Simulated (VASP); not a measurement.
Wanted: the native input for a VASP 6.6.1 run.

| Item | Value |
| --- | --- |
| Task | single point |
| Functional | PBEsol |
| Potentials or basis | VASP PAW PBE potentials, release 64 (K_sv) |
| Cutoff | 520 eV |
| k mesh | 6 × 6 × 4 |
| Occupations | gaussian, width 0.1 eV |
| Spin | no spin polarisation |
| Dipole correction | no |
| Further INCAR settings | ALGO = Fast; EDIFF = 1e-07; NBANDS = 30 |

The structure of K lies in POSCAR:

```
K
1.0
    4.0872005132     -4.0811671643      0.0000000000
    4.0872005132      4.0811671643      0.0000000000
    0.0000000000      0.0000000000     10.6805480188
K
5
Direct
    0.5000000000      0.0000000000      0.3092481955
    0.0000000000      0.5000000000      0.6907518045
    0.0000000000      0.5000000000      0.3092481955
    0.5000000000      0.0000000000      0.6907518045
    0.0000000000      0.0000000000      0.0000000000
```

The input as run:

INCAR

```
SYSTEM = K
PREC = Accurate ; ENCUT = 520
EDIFF = 1E-7 ; ISMEAR = 0
SIGMA = 0.1 ; LREAL = .FALSE.
LASPH = .TRUE. ; NELM = 60
ALGO = Fast ; ISIF = 2
LWAVE = .FALSE. ; LCHARG = .FALSE.
GGA = PS ; NBANDS = 30
```

KPOINTS

```
regular mesh
0
G
  6 6 4
  0 0 0
```

Potentials or basis: VASP PAW PBE potentials, release 64 (K_sv).

Launch:

```console
$ cat potpaw_PBE.64/K_sv/POTCAR > POTCAR
$ mpirun -np 1 vasp_std > vasp.out
```

It gave:

```yaml
Pressure: 0.4 GPa
Band_gap_on_the_k_mesh: zero (an odd number of electrons rules out a gap without spin polarisation)
```

Caveat: the PAW data sets were made with another functional, which shifts forces and pressure a little.

Run time: 20 min on 1 thread of Oxide Virtual Turin-like Processor (shared host), peak memory 0.56 GiB.
